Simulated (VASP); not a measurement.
# BP (klda) (F-43m) in VASP: vibrations by perturbation theory with LDA

Aim: the vibrations by perturbation theory of BP (klda) with LDA.

Everything below comes from runs of VASP 6.6.1. Logs are shortened: lines on timing, memory, paths and dates and some standing lists are left out, and cuts for length are marked.

## (1) The cell of the first run

Symmetry: F-43m, No. 216, cubic system. Conventional cell: a = 4.491 Å, b = 4.491 Å, c = 4.491 Å, α = 90.00°, β = 90.00°, γ = 90.00°. B (site symmetry -43m) has 4 P at 1.94 Å within 2.6 Å. P (site symmetry -43m) has 4 B at 1.94 Å within 2.6 Å.

## (2) Vibrations by perturbation theory, LDA

File INCAR:

```
  PREC = Accurate
  ENCUT = 520
  EDIFF = 1E-8
  ISMEAR = 0
  SIGMA = 0.01
  LREAL = False
  LASPH = True
  NELM = 80
  ALGO = Normal
  ISIF = 2
  LWAVE = False
  LCHARG = False
  GGA = CA
  IBRION = 8
  NSW = 1
  LEPSILON = True
```

File KPOINTS:

```
Automatic mesh
0
Gamma
  10 10 10
```

File POSCAR:

```
BP
1.0
    0.0000000000      2.2453028828      2.2453028828
    2.2453028828      0.0000000000      2.2453028828
    2.2453028828      2.2453028828      0.0000000000
B P
1 1
Direct
    0.0000000000      0.0000000000      0.0000000000
    0.7500000000      0.7500000000      0.7500000000
```

Potentials or basis: VASP PAW LDA potentials, release 64 (B, P).

On the command line:

```
$ cat potpaw_LDA.64/B/POTCAR potpaw_LDA.64/P/POTCAR > POTCAR
$ mpirun -np 1 vasp_std > vasp.out
```

OUTCAR:

```text
PREC = Accurate
   ENCUT = 520
   EDIFF = 1E-8
   ISMEAR = 0
   LREAL = False
   LASPH = True
   NELM = 80
   ISIF = 2
   GGA = CA
   IBRION = 8
   NSW = 1
   LEPSILON = True

 ion  position               nearest neighbor table
   1  0.000  0.000  0.000-   2 1.94   2 1.94   2 1.94   2 1.94
   2  0.750  0.750  0.750-   1 1.94   1 1.94   1 1.94   1 1.94

  LATTYP: Found a face centered cubic cell.
 ALAT       =     4.4906057656

  Lattice vectors:

 A1 = (   0.0000000000,   2.2453028828,   2.2453028828)
 A2 = (   2.2453028828,   0.0000000000,   2.2453028828)
 A3 = (   2.2453028828,   2.2453028828,   0.0000000000)

Analysis of symmetry for initial positions (statically):
=====================================================================
 Subroutine PRICEL returns:
 Original cell was already a primitive cell.

 Routine SETGRP: Setting up the symmetry group for a
 face centered cubic supercell.

 Subroutine GETGRP returns: Found 24 space group operations
 (whereof 24 operations were pure point group operations)
 out of a pool of 48 trial point group operations.

The static configuration has the point symmetry T_d .

Analysis of symmetry for dynamics (positions and initial velocities):
=====================================================================
 Subroutine PRICEL returns:
 Original cell was already a primitive cell.

 Routine SETGRP: Setting up the symmetry group for a
 face centered cubic supercell.

 Subroutine GETGRP returns: Found 24 space group operations
 (whereof 24 operations were pure point group operations)
 out of a pool of 48 trial point group operations.

The dynamic configuration has the point symmetry T_d .

 Subroutine INISYM returns: Found 24 space group operations
 (whereof 24 operations are pure point group operations),
 and found     1 'primitive' translations

----------------------------------------------------------------------------------------

                                     Primitive cell

  volume of cell :      22.6389

  direct lattice vectors                    reciprocal lattice vectors
     0.000000000  2.245302883  2.245302883    -0.222687106  0.222687106  0.222687106
     2.245302883  0.000000000  2.245302883     0.222687106 -0.222687106  0.222687106
     2.245302883  2.245302883  0.000000000     0.222687106  0.222687106 -0.222687106

  length of vectors
     3.175337788  3.175337788  3.175337788     0.385705381  0.385705381  0.385705381

  position of ions in fractional coordinates (direct lattice)
     0.000000000  0.000000000  0.000000000
     0.750000000  0.750000000  0.750000000

  ion indices of the primitive-cell ions
   primitive index   ion index
                 1           1
                 2           2

----------------------------------------------------------------------------------------

 KPOINTS: Automatic mesh

Automatic generation of k-mesh.
 Grid dimensions read from file:
 generate k-points for:   10   10   10

 Generating k-lattice:

  Cartesian coordinates                     Fractional coordinates (reciprocal lattice)
    -0.022268711  0.022268711  0.022268711     0.100000000  0.000000000  0.000000000
     0.022268711 -0.022268711  0.022268711     0.000000000  0.100000000  0.000000000
[... 413 lines left out ...]
  free energy    TOTEN  =        -0.54665330 eV

  energy without entropy =       -0.54665330

------------------------ aborting loop because EDIFF is reached ----------------------------------------

--------------------------------------- Ionic step        2  -------------------------------------------

------------------------ aborting loop because EDIFF is reached ----------------------------------------

--------------------------------------- Ionic step        3  -------------------------------------------

------------------------ aborting loop because EDIFF is reached ----------------------------------------

 PIEZOELECTRIC TENSOR FIELD DIRECTION 3  (e Angst)
 -----------------------------------------------------------------------------
    -0.00059 -0.23909  0.00000           ( -0.00000 -0.07769  0.00000)
    -0.23909 -0.00059  0.00000           ( -0.07769 -0.00000  0.00000)
     0.00000  0.00000  0.00015           (  0.00000  0.00000 -0.00000)

 PIEZOELECTRIC TENSOR FIELD DIRECTION 3  (C/m^2)
 -----------------------------------------------------------------------------
    -0.00042 -0.16921  0.00000
    -0.16921 -0.00042  0.00000
     0.00000  0.00000  0.00010

--------------------------------------- Ionic step        4  -------------------------------------------

------------------------ aborting loop because EDIFF is reached ----------------------------------------

[... ionic steps 5 to 6 ...]

--------------------------------------- Ionic step        7  -------------------------------------------

 Free energy of the ion-electron system (eV)
  ---------------------------------------------------
  ---------------------------------------------------
  free energy    TOTEN  =        -0.04119707 eV

  energy without entropy =       -0.04119707

------------------------ aborting loop because EDIFF is reached ----------------------------------------

 INTERNAL STRAIN TENSOR  FOR ION    2  DIRECTION 1   (eV/Angst):
 -----------------------------------------------------------------------------
    -0.00866  0.00000  0.00000
     0.00000  0.00714  7.52979
     0.00000  7.52979  0.00714

 MACROSCOPIC STATIC DIELECTRIC TENSOR (including local field effects in DFT)
 ------------------------------------------------------
           9.278743     0.000000     0.000000
           0.000000     9.278743     0.000000
           0.000000    -0.000000     9.278743
 ------------------------------------------------------

 PIEZOELECTRIC TENSOR (including local field effects)  for field in x, y, z        (e  Angst)
          XX          YY          ZZ          XY          YZ          ZX
  --------------------------------------------------------------------------------
  x     0.00000     0.00000    -0.00000     0.00000    -0.23496     0.00000
  y    -0.00000    -0.00000    -0.00000     0.00000     0.00000    -0.23496
  z    -0.00000     0.00000    -0.00000    -0.23496     0.00000     0.00000

 PIEZOELECTRIC TENSOR (including local field effects)  for field in x, y, z        (C/m^2)
          XX          YY          ZZ          XY          YZ          ZX
  --------------------------------------------------------------------------------
  x     0.00000     0.00000    -0.00000     0.00000    -0.16629     0.00000
  y    -0.00000    -0.00000    -0.00000     0.00000     0.00000    -0.16629
  z    -0.00000     0.00000    -0.00000    -0.16629     0.00000     0.00000

 BORN EFFECTIVE CHARGES (including local field effects) (in |e|, cummulative output)
 ---------------------------------------------------------------------------------
 ion    1
    1    -0.62089     0.00000     0.00000
    2     0.00000    -0.62089    -0.00000
    3    -0.00000    -0.00000    -0.62089
 ion    2
    1     0.62089     0.00000     0.00000
    2    -0.00000     0.62089     0.00000
    3     0.00000     0.00000     0.62089

 INTERNAL STRAIN TENSOR FOR ION    2 for displacements in x,y,z  (eV/Angst):
          X           Y           Z          XY          YZ          ZX
  --------------------------------------------------------------------------------
  x    -0.00000    -0.00000    -0.00000     0.00000     7.52979     0.00000
  y    -0.00000    -0.00000    -0.00000     0.00000     0.00000     7.52979
  z    -0.00000    -0.00000    -0.00000     7.52979     0.00000     0.00000

 SECOND DERIVATIVES (NOT SYMMETRIZED)
 ------------------------------------
               1X          1Y          1Z          2X          2Y          2Z
  1X   -19.770025    0.000000    0.000000   19.770025    0.000000    0.000000
  1Y     0.000000  -19.770025    0.000000    0.000000   19.770025    0.000000
  1Z     0.000000    0.000000  -19.770025    0.000000    0.000000   19.770025
  2X    19.768593    0.000000    0.000000  -19.768593    0.000000    0.000000
  2Y     0.000000   19.768593    0.000000    0.000000  -19.768593    0.000000
  2Z     0.000000    0.000000   19.768593    0.000000    0.000000  -19.768593

 Eigenvectors and eigenvalues of the dynamical matrix
 ----------------------------------------------------

   1 f  =   24.554375 THz   154.279691 2PiTHz  819.045801 cm-1   101.548691 meV
             X         Y         Z           dx          dy          dz
      0.000000  0.000000  0.000000    -0.000000    0.000000   -0.860979
      3.367954  3.367954  3.367954    -0.000000   -0.000000    0.508641
[... 21 lines left out ...]
   6 f/i=    0.000390 THz     0.002448 2PiTHz    0.012998 cm-1     0.001612 meV
             X         Y         Z           dx          dy          dz
      0.000000  0.000000  0.000000    -0.405765    0.301636    0.055549
      3.367954  3.367954  3.367954    -0.686841    0.510581    0.094029

--------------------------------------------------------------------------------------------------------

 MACROSCOPIC STATIC DIELECTRIC TENSOR IONIC CONTRIBUTION
 ------------------------------------------------------
           0.155868    -0.000000     0.000000
          -0.000000     0.155868     0.000000
           0.000000     0.000000     0.155868
 ------------------------------------------------------

 ELASTIC MODULI CONTR FROM IONIC RELAXATION (kBar)
 Direction    XX          YY          ZZ          XY          YZ          ZX
 --------------------------------------------------------------------------------
 XX          -0.0000     -0.0000     -0.0000      0.0000      0.0000      0.0000
 YY          -0.0000     -0.0000     -0.0000      0.0000      0.0000      0.0000
 ZZ          -0.0000     -0.0000     -0.0000      0.0000      0.0000      0.0000
 XY           0.0000      0.0000      0.0000   -215.4082      0.0000      0.0000
 YZ           0.0000      0.0000      0.0000      0.0000   -215.4082      0.0000
 ZX           0.0000      0.0000      0.0000      0.0000      0.0000   -215.4082
 --------------------------------------------------------------------------------

 PIEZOELECTRIC TENSOR IONIC CONTR  for field in x, y, z        (C/m^2)
          XX          YY          ZZ          XY          YZ          ZX
  --------------------------------------------------------------------------------
  x    -0.00000    -0.00000    -0.00000     0.00000     0.17242     0.00000
  y    -0.00000    -0.00000    -0.00000     0.00000    -0.00000     0.17242
  z    -0.00000    -0.00000    -0.00000     0.17242     0.00000     0.00000
```

It took 3.1 min on 1 thread of Intel Xeon 8259CL, shared host; peak memory 0.2 GiB.

Results:

| Property | Result |
| --- | --- |
| Electronic dielectric tensor (diagonal) | 9.28 |
| Born charges (mean of the diagonal) | B -0.62; P +0.62 e |
| Highest phonon frequency at Γ, LO-TO splitting left out | 819 cm⁻¹ |

Phonon frequencies in cm⁻¹ (negative: imaginary):
```tsv
q point	frequencies
(0.000, 0.000, 0.000)	0 0 0 819 819 819
```

Electronic dielectric tensor:
```
9.28 0.00 0.00
0.00 9.28 0.00
0.00 0.00 9.28
```

Born effective charge tensors (e):
atom 1, B
```
-0.62  0.00  0.00
 0.00 -0.62  0.00
 0.00  0.00 -0.62
```
atom 2, P
```
0.62 0.00 0.00
0.00 0.62 0.00
0.00 0.00 0.62
```
